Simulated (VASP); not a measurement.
# Ge (Fd-3m) in VASP: relaxation of cell and atoms with PBEsol

Aim: the relaxation of cell and atoms of Ge with PBEsol.

Everything below comes from runs of VASP 6.6.1. Logs are shortened: lines on timing, memory, paths and dates and some standing lists are left out, and cuts for length are marked.

### 1 The cell of the first run

Symmetry: Fd-3m, No. 227, cubic system. The conventional cell has a = 5.676 Å, b = 5.676 Å, c = 5.676 Å, α = 90.00°, β = 90.00°, γ = 90.00°. Ge (site symmetry -43m) has 4 Ge at 2.46 Å within 3.2 Å.

### 2 Relaxation of cell and atoms, PBEsol

INCAR

```
PREC = Accurate ; ENCUT = 500
EDIFF = 1E-7 ; ISMEAR = 0
SIGMA = 0.1 ; LREAL = False
LASPH = True ; NELM = 120
ALGO = Normal ; ISIF = 3
LWAVE = False ; LCHARG = False
GGA = PS ; IBRION = 2
NSW = 80 ; EDIFFG = -0.015
GGA_COMPAT = False ; NELMIN = 4
```

KPOINTS

```
Automatic mesh
0
Gamma
  10 10 8
```

POSCAR

```
Ge
1.0
    2.8378655627      2.8378655627      0.0000000000
   -2.8378655627      2.8378655627      0.0000000000
    0.0000000000      0.0000000000      5.6757311254
Ge
4
Direct
    0.5000000000      0.5000000000      0.5000000000
    0.0000000000      0.0000000000      0.0000000000
    0.5000000000      0.0000000000      0.2500000000
    0.0000000000      0.5000000000      0.7500000000
```

Potentials or basis: VASP PAW PBE potentials, release 64 (Ge_d).

Command:

```console
$ cat potpaw_PBE.64/Ge_d/POTCAR > POTCAR
$ mpirun -np 1 vasp_std > vasp.out
```

OUTCAR:

```text
PREC = Accurate
   ENCUT = 500
   EDIFF = 1E-7
   ISMEAR = 0
   LREAL = False
   LASPH = True
   NELM = 120
   ISIF = 3
   GGA = PS
   IBRION = 2
   NSW = 80
   EDIFFG = -0.015
   NELMIN = 4

 ion  position               nearest neighbor table
   1  0.500  0.500  0.500-   3 2.46   4 2.46   3 2.46   4 2.46
   2  0.000  0.000  0.000-   3 2.46   4 2.46   4 2.46   3 2.46
   3  0.500  0.000  0.250-   1 2.46   2 2.46   1 2.46   2 2.46
   4  0.000  0.500  0.750-   1 2.46   2 2.46   2 2.46   1 2.46

  LATTYP: Found a simple tetragonal cell.
 ALAT       =     4.0133479670
 C/A-ratio  =     1.4142135624

  Lattice vectors:

 A1 = (   2.8378655627,   2.8378655627,   0.0000000000)
 A2 = (  -2.8378655627,   2.8378655627,   0.0000000000)
 A3 = (   0.0000000000,   0.0000000000,   5.6757311254)

Analysis of symmetry for initial positions (statically):
=====================================================================
 Subroutine PRICEL returns following result:

  LATTYP: Found a face centered cubic cell.
 ALAT       =     5.6757311254

  Lattice vectors:

 A1 = (   0.0000000000,  -2.8378655627,  -2.8378655627)
 A2 = (   2.8378655627,   0.0000000000,  -2.8378655627)
 A3 = (   2.8378655627,  -2.8378655627,   0.0000000000)

   2 primitive cells build up your supercell.

 Routine SETGRP: Setting up the symmetry group for a
 simple tetragonal supercell.

 Subroutine GETGRP returns: Found 16 space group operations
 (whereof  8 operations were pure point group operations)
 out of a pool of 16 trial point group operations.

The static configuration has the point symmetry D_2d.
 The point group associated with its full space group is D_4h.

Analysis of symmetry for dynamics (positions and initial velocities):
=====================================================================
 Subroutine PRICEL returns following result:

  LATTYP: Found a face centered cubic cell.
 ALAT       =     5.6757311254

  Lattice vectors:

 A1 = (   0.0000000000,  -2.8378655627,  -2.8378655627)
 A2 = (   2.8378655627,   0.0000000000,  -2.8378655627)
 A3 = (   2.8378655627,  -2.8378655627,   0.0000000000)

   2 primitive cells build up your supercell.

 Routine SETGRP: Setting up the symmetry group for a
 simple tetragonal supercell.

 Subroutine GETGRP returns: Found 16 space group operations
 (whereof  8 operations were pure point group operations)
 out of a pool of 16 trial point group operations.

The dynamic configuration has the point symmetry D_2d.
 The point group associated with its full space group is D_4h.

 Subroutine INISYM returns: Found 16 space group operations
 (whereof  8 operations are pure point group operations),
 and found     2 'primitive' translations

----------------------------------------------------------------------------------------

                                     Primitive cell

  volume of cell :      45.7094

  direct lattice vectors                    reciprocal lattice vectors
     0.000000000 -2.837865563 -2.837865563    -0.176188755 -0.176188755 -0.176188755
     2.837865563  0.000000000 -2.837865563     0.176188755  0.176188755 -0.176188755
     2.837865563 -2.837865563  0.000000000     0.176188755 -0.176188755  0.176188755

  length of vectors
     4.013347967  4.013347967  4.013347967     0.305167875  0.305167875  0.305167875

  position of ions in fractional coordinates (direct lattice)
     0.000000000  0.000000000  0.000000000
     0.250000000  0.250000000  0.250000000

  ion indices of the primitive-cell ions
   primitive index   ion index
                 1           1
[... 70 lines left out ...]
   LASPH  =      T    aspherical Exc in radial PAW
   ENCUT  =  500.0 eV  36.75 Ry    6.06 a.u.   7.32  7.32 10.35*2*pi/ulx,y,z
   NELM   =    120;   NELMIN=  4; NELMDL= -5     # of ELM steps
   EDIFF  = 0.1E-06   stopping-criterion for ELM
   LREAL  =      F    real-space projection
   EDIFFG = -.1E-01   stopping-criterion for IOM
   NSW    =     80    number of steps for IOM
   IBRION =      2    ionic relax: 0-MD 1-quasi-New 2-CG
   NFREE  =      1    steps in history (QN), initial steepest desc. (CG)
   ISIF   =      3    stress and relaxation
   ISYM   =      2    0-nonsym 1-usesym 2-fastsym
   POTIM  = 0.5000    time-step for ionic-motion
   TEBEG  =    0.0;   TEEND  =   0.0 temperature during run
   PSTRESS=    0.0 pullay stress
   NELECT =      56.0000    total number of electrons
   NUPDOWN=      -1.0000    fix difference up-down
   EMIN   =  10.00;   EMAX   =-10.00  energy-range for DOS
   EFERMI =   0.00;   METHOD = LEGACY
   ISMEAR =     0;   SIGMA  =   0.10  broadening in eV -4-tet -1-fermi 0-gaus
   EFERMI_NEDOS =   21; number of points for ismear=-14 and -15
   IALGO  =     38    algorithm
   IMIX   =      4    mixing-type and parameters
     AMIX     =   0.40;   BMIX     =  1.00
     AMIX_MAG =   1.60;   BMIX_MAG =  1.00
  volume/ion in A,a.u.               =      22.85       154.23
  Fermi-wavevector in a.u.,A,eV,Ry     =   1.390355  2.627390 26.301244  1.933087
  Thomas-Fermi vector in A             =   2.514298
   LORBIT       =      0    0 simple, 1 ext, 2 COOP (PROOUT), +10 PAW based schemes
   GGA     = PS    functional components
   LHFCALC =     F    Hartree Fock is set to
   AEXX    =    0.0000 exact exchange contribution
   IVDW    =     0    specifies the selected vdW correction
   LEPSILON=     F    determine dielectric tensor
   LRPA    =     F    only Hartree local field effects (RPA)
 conjugate gradient relaxation of ions
 non-spin polarized calculation
 Gauss-broadening in eV      SIGMA  =   0.10
  energy-cutoff  :      500.00
  volume of cell :       91.42
 maximum number of plane-waves:      2373
 NGX is ok and might be reduce to    30
   NGX = 15   NGY = 15   NGZ = 21

--------------------------------------- Ionic step        1  -------------------------------------------

 number of electron      55.9999874 magnetization

 Free energy of the ion-electron system (eV)
  ---------------------------------------------------
  ext. energy  EPLUGINS =         0.00000000
  ---------------------------------------------------
  free energy    TOTEN  =       -19.74698876 eV

  energy without entropy =      -19.74643734  energy(sigma->0) =      -19.74671305

------------------------ aborting loop because EDIFF is reached ----------------------------------------

  FORCE on cell =-STRESS in cart. coord.  units (eV):
  Direction    XX          YY          ZZ          XY          YZ          ZX
  --------------------------------------------------------------------------------------
  -------------------------------------------------------------------------------------
  Total       -0.0648642     -0.0648642     -0.0841304      0.0000000      0.0000000     -0.0000000
  in kB       -1.1367905     -1.1367905     -1.4744437      0.0000000      0.0000000     -0.0000000
  external PRESSURE =      -1.2493416 kB  Pullay stress =       0.0000000 kB

 VOLUME and BASIS-vectors are now :
 -----------------------------------------------------------------------------
  energy-cutoff  :      500.00
  volume of cell :       91.42
      direct lattice vectors                 reciprocal lattice vectors
     2.837865563  2.837865563  0.000000000     0.176188755  0.176188755  0.000000000
    -2.837865563  2.837865563  0.000000000    -0.176188755  0.176188755  0.000000000
     0.000000000  0.000000000  5.675731125     0.000000000  0.000000000  0.176188755

 POSITION                                       TOTAL-FORCE (eV/Angst)
 -----------------------------------------------------------------------------------
      0.00000      2.83787      2.83787        -0.000000     -0.000000     -0.000000
      0.00000      0.00000      0.00000        -0.000000     -0.000000     -0.000000
      1.41893      1.41893      1.41893         0.000000      0.000000      0.000000
     -1.41893      1.41893      4.25680         0.000000      0.000000     -0.000000
 -----------------------------------------------------------------------------------
    total drift:                               -0.000000      0.000000      0.000000

  FREE ENERGIE OF THE ION-ELECTRON SYSTEM (eV)
  ---------------------------------------------------
  free  energy   TOTEN  =       -19.7469887593 eV

  energy  without entropy=      -19.7464373433  energy(sigma->0) =      -19.74671305

--------------------------------------- Ionic step        2  -------------------------------------------

 number of electron      55.9999879 magnetization

 Free energy of the ion-electron system (eV)
  ---------------------------------------------------
  ext. energy  EPLUGINS =         0.00000000
  ---------------------------------------------------
  free energy    TOTEN  =       -19.74704545 eV

  energy without entropy =      -19.74651046  energy(sigma->0) =      -19.74677795

 E-fermi :   4.8211     XC(G=0): -10.0960

 val. band max:        4.7950008099   @ k =   0.0000   0.0000   0.0000
 cond. band min:       4.8957417337   @ k =   0.5000   0.0000   0.5000
 fundamental gap:      0.1007409238
 Fermi energy:         4.8210700967

 k-point     1 :       0.0000    0.0000    0.0000
  band No.  band energies     occupation
      1     -19.9933      2.00000
      2     -19.9933      2.00000
      3     -19.9598      2.00000
      4     -19.9598      2.00000
      5     -19.9596      2.00000
      6     -19.9238      2.00000
[... 853 lines left out ...]
     32       7.9116      0.00000
     33       8.1397      0.00000

 [... further k-points ...]
[... 5 lines left out ...]
  --------------------------------------------------------------------------------------
  -------------------------------------------------------------------------------------
  Total        0.0214781      0.0214781      0.0124717      0.0000000      0.0000000     -0.0000000
  in kB        0.3773905      0.3773905      0.2191398      0.0000000      0.0000000     -0.0000000
  external PRESSURE =       0.3246402 kB  Pullay stress =       0.0000000 kB

 VOLUME and BASIS-vectors are now :
 -----------------------------------------------------------------------------
  energy-cutoff  :      500.00
  volume of cell :       91.18
      direct lattice vectors                 reciprocal lattice vectors
     2.835645484  2.835645484 -0.000000000     0.176326696  0.176326696 -0.000000000
    -2.835645484  2.835645484  0.000000000    -0.176326696  0.176326696 -0.000000000
    -0.000000000  0.000000000  5.669972139     0.000000000  0.000000000  0.176367710

 POSITION                                       TOTAL-FORCE (eV/Angst)
 -----------------------------------------------------------------------------------
     -0.00000      2.83565      2.83499        -0.000000      0.000000      0.000000
      2.83565      2.83565      5.66997        -0.000000     -0.000000      0.000000
      1.41782      1.41782      1.41749         0.000000     -0.000000      0.000000
     -1.41782      1.41782      4.25248         0.000000      0.000000      0.000000
 -----------------------------------------------------------------------------------
    total drift:                               -0.000000      0.000000      0.000000

  FREE ENERGIE OF THE ION-ELECTRON SYSTEM (eV)
  ---------------------------------------------------
  free  energy   TOTEN  =       -19.7470454512 eV

  energy  without entropy=      -19.7465104585  energy(sigma->0) =      -19.74677795

 reached required accuracy - stopping structural energy minimisation
```

It took 7.8 min on 1 thread of Intel Xeon 8259CL, shared host; peak memory 0.34 GiB.

Results:

* Free energy: -19.7470 eV
* Relaxed volume: 22.80 Å³/atom
* Relaxed cell: a = 4.010 Å, b = 4.010 Å, c = 5.670 Å, α = 90.00°, β = 90.00°, γ = 90.00°
* Space group after relaxing (to 0.1 Å): Fd-3m (No. 227)
* Energy gained by relaxing: 0.0 meV/atom
* Ionic steps: 2
* Pressure after relaxing: 0.0 GPa
* Band gap on the k mesh: zero (filled and empty bands touch)

Final structure:
```
Ge
1.0
     2.83565    2.83565    0.00000
    -2.83565    2.83565    0.00000
     0.00000    0.00000    5.66997
Ge
4
Direct
  0.50000 0.50000 0.50000
  0.00000 0.00000 0.00000
  0.50000 0.00000 0.25000
  0.00000 0.50000 0.75000
```

Levels at points of the mesh, in eV from the Fermi level:
```csv
k point,band 25,band 26,band 27,band 28,band 29,band 30,band 31,band 32
"(0.00, 0.00, 0.00)",-3.09,-0.10,-0.03,-0.03,-0.03,0.65,0.65,2.50
"(0.50, 0.00, 0.00)",-3.89,-3.89,-1.53,-1.53,1.87,1.87,4.73,4.73
"(0.50, 0.50, 0.00)",-3.09,-3.09,-3.09,-3.09,0.65,0.65,0.65,0.65
"(0.00, 0.00, 0.50)",-2.06,-2.06,-2.06,-2.06,0.92,0.92,2.64,2.64
"(0.50, 0.00, 0.50)",-1.43,-1.43,-1.42,-1.42,0.07,0.07,3.68,3.68
"(0.50, 0.50, 0.50)",-3.93,-3.93,-3.93,-3.93,4.24,4.24,4.24,4.24
```

Caveat: semilocal functionals underestimate gaps, so a narrow gap can read as zero; the PAW data sets were made with another functional, which shifts forces and pressure a little.
